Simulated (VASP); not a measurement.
# Ga3B2As (Cmmm) in VASP: single point with PBE

Aim: the single point of Ga3B2As with PBE.

Program: VASP 6.6.1. These are calculated values, not measurements. Logs are shortened: lines on timing, memory, paths and dates and some standing lists are left out, and cuts for length are marked.

### Step 1. The cell of the first run

The structure is orthorhombic, space group Cmmm (No. 65). Conventional cell: a = 6.655 Å, b = 8.747 Å, c = 3.137 Å, α = 90.00°, β = 90.00°, γ = 90.00°. Within 2.8 Å of Ga (site symmetry mmm) lie 2 B at 2.11 Å. Ga (site symmetry 2/m) has 4 B at 2.29 Å within 3.0 Å. B (site symmetry m2m) has 5 Ga at 2.11 to 2.29 Å and 1 As at 2.26 Å within 2.8 Å. Within 3.0 Å of As (site symmetry mmm) lie 2 B at 2.26 Å.

### Step 2. Single point, PBE

Contents of INCAR:

```
  PREC = Accurate
  ENCUT = 500
  EDIFF = 1E-6
  ISMEAR = 0
  SIGMA = 0.1
  LREAL = False
  LASPH = True
  NELM = 120
  ALGO = Normal
  ISIF = 2
  LWAVE = False
  LCHARG = True
  GGA = PE
  LELF = True
  LVHAR = True
  NBANDS = 34
  GGA_COMPAT = False
```

Contents of KPOINTS:

```
regular mesh
0
Gamma
  8 8 12
```

Contents of POSCAR:

```
Ga3B2As
1.0
    3.3272515883     -4.3735168065      0.0000000000
    3.3272515883      4.3735168065      0.0000000000
    0.0000000000      0.0000000000      3.1370359145
Ga B As
3 2 1
Direct
    0.0000000000      0.0000000000      0.0000000000
    0.5000000000      0.0000000000      0.5000000000
    0.0000000000      0.5000000000      0.5000000000
    0.2414421762      0.7585578238      0.0000000000
    0.7585578238      0.2414421762      0.0000000000
    0.5000000000      0.5000000000      0.0000000000
```

Potentials or basis: VASP PAW PBE potentials, release 64 (Ga_d, B, As).

Launch:

```bash
cat potpaw_PBE.64/Ga_d/POTCAR potpaw_PBE.64/B/POTCAR potpaw_PBE.64/As/POTCAR > POTCAR
mpirun -np 1 vasp_std > vasp.out
```

OUTCAR:

```text
PREC = Accurate
   ENCUT = 500
   EDIFF = 1E-6
   ISMEAR = 0
   LREAL = False
   LASPH = True
   NELM = 120
   ISIF = 2
   GGA = PE

 ion  position               nearest neighbor table
   1  0.000  0.000  0.000-   4 2.11   5 2.11
   2  0.500  0.000  0.500-   4 2.29   5 2.29   4 2.29   5 2.29
   3  0.000  0.500  0.500-   4 2.29   5 2.29   4 2.29   5 2.29
   4  0.241  0.759  0.000-   1 2.11   6 2.26   3 2.29   2 2.29   2 2.29   3 2.29
   5  0.759  0.241  0.000-   1 2.11   6 2.26   3 2.29   2 2.29   2 2.29   3 2.29
   6  0.500  0.500  0.000-   4 2.26   5 2.26

  LATTYP: Found a base centered orthorhombic cell.
 ALAT       =     6.6545031766
 B/A-ratio  =     1.3144532929
 C/A-ratio  =     0.4714154958

  Lattice vectors:

 A1 = (   3.3272515883,  -4.3735168065,   0.0000000000)
 A2 = (   3.3272515883,   4.3735168065,   0.0000000000)
 A3 = (   0.0000000000,   0.0000000000,   3.1370359145)

Analysis of symmetry for initial positions (statically):
=====================================================================
 Subroutine PRICEL returns:
 Original cell was already a primitive cell.

 Routine SETGRP: Setting up the symmetry group for a
 base centered orthorhombic supercell.

 Subroutine GETGRP returns: Found  8 space group operations
 (whereof  8 operations were pure point group operations)
 out of a pool of  8 trial point group operations.

The static configuration has the point symmetry D_2h.

Analysis of symmetry for dynamics (positions and initial velocities):
=====================================================================
 Subroutine PRICEL returns:
 Original cell was already a primitive cell.

 Routine SETGRP: Setting up the symmetry group for a
 base centered orthorhombic supercell.

 Subroutine GETGRP returns: Found  8 space group operations
 (whereof  8 operations were pure point group operations)
 out of a pool of  8 trial point group operations.

The dynamic configuration has the point symmetry D_2h.

 Subroutine INISYM returns: Found  8 space group operations
 (whereof  8 operations are pure point group operations),
 and found     1 'primitive' translations

----------------------------------------------------------------------------------------

                                     Primitive cell

  volume of cell :      91.2990

  direct lattice vectors                    reciprocal lattice vectors
[... 97 lines left out ...]
   EDIFFG = 0.1E-04   stopping-criterion for IOM
   NSW    =      0    number of steps for IOM
   IBRION =     -1    ionic relax: 0-MD 1-quasi-New 2-CG
   NFREE  =      0    steps in history (QN), initial steepest desc. (CG)
   ISIF   =      2    stress and relaxation
   ISYM   =      2    0-nonsym 1-usesym 2-fastsym
   POTIM  = 0.5000    time-step for ionic-motion
   TEBEG  =    0.0;   TEEND  =   0.0 temperature during run
   PSTRESS=    0.0 pullay stress
   NELECT =      50.0000    total number of electrons
   NUPDOWN=      -1.0000    fix difference up-down
   EMIN   =  10.00;   EMAX   =-10.00  energy-range for DOS
   EFERMI =   0.00;   METHOD = LEGACY
   ISMEAR =     0;   SIGMA  =   0.10  broadening in eV -4-tet -1-fermi 0-gaus
   EFERMI_NEDOS =   21; number of points for ismear=-14 and -15
   IALGO  =     38    algorithm
   IMIX   =      4    mixing-type and parameters
     AMIX     =   0.40;   BMIX     =  1.00
     AMIX_MAG =   1.60;   BMIX_MAG =  1.00
  volume/ion in A,a.u.               =      15.22       102.69
  Fermi-wavevector in a.u.,A,eV,Ry     =   1.339398  2.531094 24.408661  1.793986
  Thomas-Fermi vector in A             =   2.467793
   LORBIT       =      0    0 simple, 1 ext, 2 COOP (PROOUT), +10 PAW based schemes
   GGA     = PE    functional components
   LHFCALC =     F    Hartree Fock is set to
   AEXX    =    0.0000 exact exchange contribution
   IVDW    =     0    specifies the selected vdW correction
   LEPSILON=     F    determine dielectric tensor
   LRPA    =     F    only Hartree local field effects (RPA)
 non-spin polarized calculation
 Gauss-broadening in eV      SIGMA  =   0.10
  energy-cutoff  :      500.00
  volume of cell :       91.30
 maximum number of plane-waves:      2342
   NGX = 21   NGY = 21   NGZ = 11

 number of electron      49.9999962 magnetization

 Free energy of the ion-electron system (eV)
  ---------------------------------------------------
  ext. energy  EPLUGINS =         0.00000000
  ---------------------------------------------------
  free energy    TOTEN  =       -23.07935662 eV

  energy without entropy =      -23.06952468  energy(sigma->0) =      -23.07444065

 E-fermi :   5.6144     XC(G=0): -11.0059

 val. band max:        5.6102936406   @ k =   0.3750   0.3750   0.1667
 cond. band min:       5.6300948012   @ k =   0.5000   0.1250   0.2500
 fundamental gap:      0.0198011606
 Fermi energy:         5.6143559555

 k-point     1 :       0.0000    0.0000    0.0000
  band No.  band energies     occupation
      1      -9.4876      2.00000
      2      -9.4097      2.00000
      3      -9.3192      2.00000
      4      -9.3117      2.00000
      5      -9.2774      2.00000
      6      -9.2265      2.00000
[... 877 lines left out ...]
     33      12.5694      0.00000
     34      12.8928      0.00000

 [... further k-points ...]

------------------------ aborting loop because EDIFF is reached ----------------------------------------

  FORCE on cell =-STRESS in cart. coord.  units (eV):
  Direction    XX          YY          ZZ          XY          YZ          ZX
  --------------------------------------------------------------------------------------
  -------------------------------------------------------------------------------------
  Total        0.0565162      0.0944275      0.0308414      0.0000000      0.0000000      0.0000000
  in kB        0.9917854      1.6570779      0.5412262      0.0000000      0.0000000      0.0000000
  external PRESSURE =       1.0633632 kB  Pullay stress =       0.0000000 kB

 VOLUME and BASIS-vectors are now :
 -----------------------------------------------------------------------------
  energy-cutoff  :      500.00
  volume of cell :       91.30
      direct lattice vectors                 reciprocal lattice vectors
     3.327251588 -4.373516806  0.000000000     0.150274179 -0.114324472  0.000000000
     3.327251588  4.373516806  0.000000000     0.150274179  0.114324472  0.000000000
     0.000000000  0.000000000  3.137035915     0.000000000  0.000000000  0.318772251

 POSITION                                       TOTAL-FORCE (eV/Angst)
 -----------------------------------------------------------------------------------
      0.00000      0.00000      0.00000         0.000000     -0.000000      0.000000
      1.66363     -2.18676      1.56852         0.000000     -0.000000      0.000000
      1.66363      2.18676      1.56852        -0.000000     -0.000000      0.000000
      3.32725      2.26161      0.00000         0.000000      0.012768     -0.000000
      3.32725     -2.26161      0.00000         0.000000     -0.012768      0.000000
      3.32725      0.00000      0.00000         0.000000      0.000000      0.000000
 -----------------------------------------------------------------------------------
    total drift:                               -0.000000      0.000000     -0.000000

  FREE ENERGIE OF THE ION-ELECTRON SYSTEM (eV)
  ---------------------------------------------------
  free  energy   TOTEN  =       -23.0793566238 eV

  energy  without entropy=      -23.0695246838  energy(sigma->0) =      -23.07444065
```

Run time: 6.4 min. Hardware: 1 thread of Oxide Virtual Turin-like, shared host; peak memory 0.43 GiB.

Results:

| Item | Value |
| --- | --- |
| Free energy | -23.0794 eV |
| Pressure | 0.1 GPa |
| Largest force | 0.013 eV/Å |
| Band gap on the k mesh | zero (bands 25 and 26 overlap by 4.43 eV) |

Forces in eV/Å, atoms in the order of the input:
```
Ga   0.000  0.000  0.000
Ga   0.000  0.000  0.000
Ga   0.000  0.000  0.000
B    0.000  0.013  0.000
B    0.000 -0.013  0.000
As   0.000  0.000  0.000
```

Stress tensor (GPa, compression positive):
```
0.10 0.00 0.00
0.00 0.17 0.00
0.00 0.00 0.05
```

Levels at points of the mesh, in eV from the Fermi level:
| k point | band 22 | band 23 | band 24 | band 25 | band 26 | band 27 | band 28 | band 29 |
| --- | --- | --- | --- | --- | --- | --- | --- | --- |
| (0.00, 0.00, 0.00) | -4.40 | -1.29 | -0.17 | 1.95 | 2.63 | 3.78 | 4.47 | 4.91 |
| (0.50, 0.00, 0.00) | -1.22 | -0.79 | 0.37 | 0.50 | 0.72 | 1.11 | 3.89 | 4.70 |
| (0.50, 0.50, 0.00) | -0.72 | -0.52 | 0.65 | 1.24 | 1.53 | 1.93 | 3.31 | 3.37 |
| (0.00, 0.00, 0.50) | -3.33 | -2.97 | -2.49 | -2.26 | -1.72 | 0.35 | 0.99 | 1.23 |
| (0.50, 0.00, 0.50) | -2.77 | -2.08 | -1.77 | -1.16 | 0.27 | 0.30 | 0.43 | 0.95 |
| (0.50, 0.50, 0.50) | -4.21 | -3.57 | -2.69 | -0.31 | 0.81 | 1.12 | 2.00 | 4.22 |
